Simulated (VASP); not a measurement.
# BN (I-4m2) in VASP: notebook

The runs below take BN through single point, with r2SCAN.

All numbers are computed with VASP 6.6.1; they aren't measurements. Logs are shortened: lines on timing, memory, paths and dates and some standing lists are left out, and cuts for length are marked.

**1. The cell of the first run**

It takes space group I-4m2 (No. 119, tetragonal). Conventional cell: a = 2.564 Å, b = 2.564 Å, c = 3.336 Å, α = 90.00°, β = 90.00°, γ = 90.00°. Within 2.0 Å of B (site symmetry -4m2) lie 4 N at 1.53 Å. Within 2.0 Å of N (site symmetry -4m2) lie 4 B at 1.53 Å.

**2. Single point, r2SCAN (strain +0.000 along x and y, -0.080 along z)**

The input, POSCAR:

```
BN
1.0
    0.0000000000      1.8130010000      1.6679609200
    1.8130010000      0.0000000000      1.6679609200
    1.8130010000      1.8130010000      0.0000000000
B N
1 1
Direct
    0.0000000000      0.0000000000      0.0000000000
    0.7500000000      0.7500000000      0.7500000000
```

The input, INCAR.step1:

```
PREC = Accurate
ENCUT = 520
ISMEAR = 0
SIGMA = 0.05
LREAL = False
LASPH = True
NELM = 100
NBANDS = 11
GGA = PE
ALGO = Normal
EDIFF = 1E-4
LWAVE = True
LCHARG = False
```

The input, INCAR.step2:

```
PREC = Accurate
ENCUT = 520
EDIFF = 1E-7
ISMEAR = 0
SIGMA = 0.05
LREAL = False
LASPH = True
NELM = 100
ALGO = Normal
ISIF = 2
LWAVE = False
LCHARG = False
METAGGA = R2SCAN
LMIXTAU = True
NBANDS = 11
ISTART = 1
```

The input, KPOINTS:

```
regular mesh
0
Gamma
  12 12 12
```

Potentials or basis: VASP PAW PBE potentials, release 64 (B, N).

Run with:

```sh
$ cat potpaw_PBE.64/B/POTCAR potpaw_PBE.64/N/POTCAR > POTCAR
$ cp INCAR.step1 INCAR
$ mpirun -np 1 vasp_std > vasp.out
$ cp INCAR.step2 INCAR
$ mpirun -np 1 vasp_std > vasp.out
```

OUTCAR:

```text
PREC = Accurate
   ENCUT = 520
   EDIFF = 1E-7
   ISMEAR = 0
   LREAL = False
   LASPH = True
   NELM = 100
   ISIF = 2
   METAGGA = R2SCAN
   ISTART = 1

 ion  position               nearest neighbor table
   1  0.000  0.000  0.000-   2 1.53   2 1.53   2 1.53   2 1.53
   2  0.750  0.750  0.750-   1 1.53   1 1.53   1 1.53   1 1.53

  LATTYP: Found a body centered tetragonal cell.
 ALAT       =     2.5639706028
 C/A-ratio  =     1.3010764774

  Lattice vectors:

 A1 = (   0.0000000000,  -1.8130010000,  -1.6679609200)
 A2 = (   0.0000000000,   1.8130010000,  -1.6679609200)
 A3 = (   1.8130010000,   0.0000000000,   1.6679609200)

Analysis of symmetry for initial positions (statically):
=====================================================================
 Subroutine PRICEL returns:
 Original cell was already a primitive cell.

 Routine SETGRP: Setting up the symmetry group for a
 body centered tetragonal supercell.

 Subroutine GETGRP returns: Found  8 space group operations
 (whereof  8 operations were pure point group operations)
 out of a pool of 16 trial point group operations.

The static configuration has the point symmetry D_2d.

Analysis of symmetry for dynamics (positions and initial velocities):
=====================================================================
 Subroutine PRICEL returns:
 Original cell was already a primitive cell.

 Routine SETGRP: Setting up the symmetry group for a
 body centered tetragonal supercell.

 Subroutine GETGRP returns: Found  8 space group operations
 (whereof  8 operations were pure point group operations)
 out of a pool of 16 trial point group operations.

The dynamic configuration has the point symmetry D_2d.

 Subroutine INISYM returns: Found  8 space group operations
 (whereof  8 operations are pure point group operations),
 and found     1 'primitive' translations

----------------------------------------------------------------------------------------

                                     Primitive cell

  volume of cell :      10.9651

  direct lattice vectors                    reciprocal lattice vectors
     0.000000000  1.813001000  1.667960920    -0.275785838  0.275785838  0.299767215
     1.813001000  0.000000000  1.667960920     0.275785838 -0.275785838  0.299767215
     1.813001000  1.813001000  0.000000000     0.275785838  0.275785838 -0.299767215

  length of vectors
     2.463547494  2.463547494  2.563970603     0.491910602  0.491910602  0.491910602

  position of ions in fractional coordinates (direct lattice)
     0.000000000  0.000000000  0.000000000
     0.750000000  0.750000000  0.750000000

  ion indices of the primitive-cell ions
   primitive index   ion index
                 1           1
                 2           2

----------------------------------------------------------------------------------------

 KPOINTS: regular mesh

Automatic generation of k-mesh.
 Grid dimensions read from file:
 generate k-points for:   12   12   12

 Generating k-lattice:

  Cartesian coordinates                     Fractional coordinates (reciprocal lattice)
    -0.022982153  0.022982153  0.024980601     0.083333333  0.000000000  0.000000000
     0.022982153 -0.022982153  0.024980601     0.000000000  0.083333333  0.000000000
     0.022982153  0.022982153 -0.024980601     0.000000000  0.000000000  0.083333333

  Length of vectors
     0.040992550  0.040992550  0.040992550

  Shift w.r.t. Gamma in fractional coordinates (k-lattice)
     0.000000000  0.000000000  0.000000000

 Subroutine IBZKPT returns following result:
 ===========================================

 Found    163 irreducible k-points:

 Following reciprocal coordinates:
            Coordinates               Weight
  0.000000  0.000000  0.000000      1.000000
  0.083333  0.000000  0.000000      8.000000
  0.166667 -0.000000  0.000000      8.000000
  0.250000 -0.000000  0.000000      8.000000
  0.333333 -0.000000  0.000000      8.000000
  0.416667 -0.000000  0.000000      8.000000
[... 16 lines left out ...]
  0.500000  0.166667  0.000000      8.000000
 -0.416667  0.166667  0.000000      8.000000
 [... further k-points ...]
   k-points           NKPTS =    163   k-points in BZ     NKDIM =    163   number of bands    NBANDS=     11
   number of dos      NEDOS =    301   number of ions     NIONS =      2
   total plane-waves  NPLWV =   6480
   dimension x,y,z NGX =    18 NGY =   18 NGZ =   20
   dimension x,y,z NGXF=    36 NGYF=   36 NGZF=   40
   ions per type =               1   1
   NGX,Y,Z   is equivalent  to a cutoff of  12.15, 12.15, 12.97 a.u.
   NGXF,Y,Z  is equivalent  to a cutoff of  24.29, 24.29, 25.94 a.u.
 SYSTEM =  unknown system
   PREC   = accura    normal or accurate (medium, high low for compatibility)
   ISTART =      1    job   : 0-new  1-cont  2-samecut
   ICHARG =      0    charge: 1-file 2-atom 10-const
   ISPIN  =      1    spin polarized calculation?
   LNONCOLLINEAR =      F non collinear calculations
   LSORBIT =      F    spin-orbit coupling
   LASPH  =      T    aspherical Exc in radial PAW
   ENCUT  =  520.0 eV  38.22 Ry    6.18 a.u.   4.58  4.58  4.77*2*pi/ulx,y,z
   NELM   =    100;   NELMIN=  2; NELMDL=  0     # of ELM steps
   EDIFF  = 0.1E-06   stopping-criterion for ELM
   LREAL  =      F    real-space projection
   EDIFFG = 0.1E-05   stopping-criterion for IOM
   NSW    =      0    number of steps for IOM
   IBRION =     -1    ionic relax: 0-MD 1-quasi-New 2-CG
   NFREE  =      0    steps in history (QN), initial steepest desc. (CG)
   ISIF   =      2    stress and relaxation
   ISYM   =      2    0-nonsym 1-usesym 2-fastsym
   POTIM  = 0.5000    time-step for ionic-motion
   TEBEG  =    0.0;   TEEND  =   0.0 temperature during run
   PSTRESS=    0.0 pullay stress
   NELECT =       8.0000    total number of electrons
   NUPDOWN=      -1.0000    fix difference up-down
   EMIN   =  10.00;   EMAX   =-10.00  energy-range for DOS
   EFERMI =   0.00;   METHOD = LEGACY
   ISMEAR =     0;   SIGMA  =   0.05  broadening in eV -4-tet -1-fermi 0-gaus
   EFERMI_NEDOS =   21; number of points for ismear=-14 and -15
   IALGO  =     38    algorithm
   IMIX   =      4    mixing-type and parameters
     AMIX     =   0.40;   BMIX     =  1.00
     AMIX_MAG =   1.60;   BMIX_MAG =  1.00
  volume/ion in A,a.u.               =       5.48        37.00
  Fermi-wavevector in a.u.,A,eV,Ry     =   1.473785  2.785050 29.552434  2.172043
  Thomas-Fermi vector in A             =   2.588636
   LORBIT       =      0    0 simple, 1 ext, 2 COOP (PROOUT), +10 PAW based schemes
   METAGGA = R2SCAN    functional components
   LHFCALC =     F    Hartree Fock is set to
   AEXX    =    0.0000 exact exchange contribution
   IVDW    =     0    specifies the selected vdW correction
   LEPSILON=     F    determine dielectric tensor
   LRPA    =     F    only Hartree local field effects (RPA)
 non-spin polarized calculation
 Gauss-broadening in eV      SIGMA  =   0.05
  energy-cutoff  :      520.00
  volume of cell :       10.97
 maximum number of plane-waves:       307
   NGX =  9   NGY =  9   NGZ =  9

 number of electron       7.9999999 magnetization

 Free energy of the ion-electron system (eV)
  ---------------------------------------------------
  ext. energy  EPLUGINS =         0.00000000
  ---------------------------------------------------
  free energy    TOTEN  =       -18.99000417 eV

  energy without entropy =      -18.99000417  energy(sigma->0) =      -18.99000417

 E-fermi :   9.0242     XC(G=0): -14.0511

 val. band max:        8.7083312152   @ k =   0.0000   0.0000   0.0000
 cond. band min:      12.2780116322   @ k =   0.5000   0.5000   0.0000
 fundamental gap:      3.5696804170
 Fermi energy:         9.0241818709

 k-point     1 :       0.0000    0.0000    0.0000
  band No.  band energies     occupation
      1     -13.9787      2.00000
      2       7.9431      2.00000
      3       7.9431      2.00000
      4       8.7083      2.00000
      5      17.7614      0.00000
      6      18.3643      0.00000
      7      18.3643      0.00000
      8      20.5407      0.00000
      9      35.6217      0.00000
     10      35.8770      0.00000
     11      37.5486      0.00000

 k-point     2 :       0.0833    0.0000    0.0000
  band No.  band energies     occupation
      1     -13.7921      2.00000
      2       7.1187      2.00000
      3       7.7052      2.00000
      4       8.3805      2.00000
      5      17.9061      0.00000
      6      18.6508      0.00000
      7      18.8213      0.00000
      8      21.0881      0.00000
      9      34.0033      0.00000
     10      34.9988      0.00000
     11      36.5135      0.00000

 k-point     3 :       0.1667   -0.0000    0.0000
  band No.  band energies     occupation
      1     -13.2391      2.00000
      2       4.8932      2.00000
      3       7.1260      2.00000
      4       7.9117      2.00000
      5      18.2507      0.00000
      6      19.2527      0.00000
      7      19.6751      0.00000
      8      22.4431      0.00000
      9      32.8130      0.00000
     10      33.6065      0.00000
     11      35.8461      0.00000

 k-point     4 :       0.2500   -0.0000    0.0000
  band No.  band energies     occupation
      1     -12.3444      2.00000
      2       2.1950      2.00000
      3       6.4560      2.00000
      4       7.4358      2.00000
      5      18.5357      0.00000
      6      19.6783      0.00000
      7      20.5901      0.00000
      8      23.8523      0.00000
      9      33.0127      0.00000
     10      33.0225      0.00000
     11      35.3501      0.00000
[... 239 lines left out ...]
 k-point    22 :       0.4167    0.1667    0.0000
  band No.  band energies     occupation
      1      -9.9396      2.00000
      2      -1.0396      2.00000
      3       4.2348      2.00000
      4       5.4479      2.00000
      5      16.9504      0.00000
      6      22.2710      0.00000
      7      22.5892      0.00000
      8      23.3426      0.00000
      9      31.5314      0.00000
     10      38.1626      0.00000
     11      39.1611      0.00000

 k-point    23 :       0.5000    0.1667    0.0000
  band No.  band energies     occupation
      1      -8.9239      2.00000
      2      -2.6527      2.00000
      3       4.2634      2.00000
      4       4.8836      2.00000
      5      17.1975      0.00000
      6      21.9319      0.00000
      7      22.8383      0.00000
      8      24.6782      0.00000
      9      31.4851      0.00000
     10      38.0687      0.00000
     11      38.5192      0.00000

 k-point    24 :      -0.4167    0.1667    0.0000
  band No.  band energies     occupation
      1      -8.9189      2.00000
      2      -2.6777      2.00000
      3       4.4278      2.00000
      4       4.5917      2.00000
      5      17.5454      0.00000
      6      21.5716      0.00000
      7      22.7548      0.00000
      8      26.0457      0.00000
      9      31.0266      0.00000
     10      35.7978      0.00000
     11      37.9109      0.00000

 [... further k-points ...]
[... 5 lines left out ...]
  --------------------------------------------------------------------------------------
  -------------------------------------------------------------------------------------
  Total        1.0560387      1.0560387      4.5147938      0.0000000      0.0000000      0.0000000
  in kB      154.3044611    154.3044611    659.6849017      0.0000000      0.0000000      0.0000000
  external PRESSURE =     322.7646080 kB  Pullay stress =       0.0000000 kB

 VOLUME and BASIS-vectors are now :
 -----------------------------------------------------------------------------
  energy-cutoff  :      520.00
  volume of cell :       10.97
      direct lattice vectors                 reciprocal lattice vectors
     0.000000000  1.813001000  1.667960920    -0.275785838  0.275785838  0.299767215
     1.813001000  0.000000000  1.667960920     0.275785838 -0.275785838  0.299767215
     1.813001000  1.813001000  0.000000000     0.275785838  0.275785838 -0.299767215

 POSITION                                       TOTAL-FORCE (eV/Angst)
 -----------------------------------------------------------------------------------
      0.00000      0.00000      0.00000        -0.000000     -0.000000      0.000000
      2.71950      2.71950      2.50194         0.000000      0.000000     -0.000000
 -----------------------------------------------------------------------------------
    total drift:                                0.000088      0.000088     -0.000034

  FREE ENERGIE OF THE ION-ELECTRON SYSTEM (eV)
  ---------------------------------------------------
  free  energy   TOTEN  =       -18.9900041744 eV

  energy  without entropy=      -18.9900041744  energy(sigma->0) =      -18.99000417
```

It took 2.1 min on 1 thread of AMD EPYC 7R13, shared host; peak memory 0.1 GiB.

Results:

| Item | Value |
| --- | --- |
| Free energy | -18.9900 eV |
| Pressure | 32.3 GPa |
| Band gap on the k mesh | 3.57 eV, indirect (least direct gap 9.05 eV) |

Caveat: the cell differs from its parent crystal (strain +0.000 along x and y, -0.080 along z); the PAW data sets were made with another functional, which shifts forces and pressure a little. A k mesh can miss the band edges.

[end of part 1 of 2]
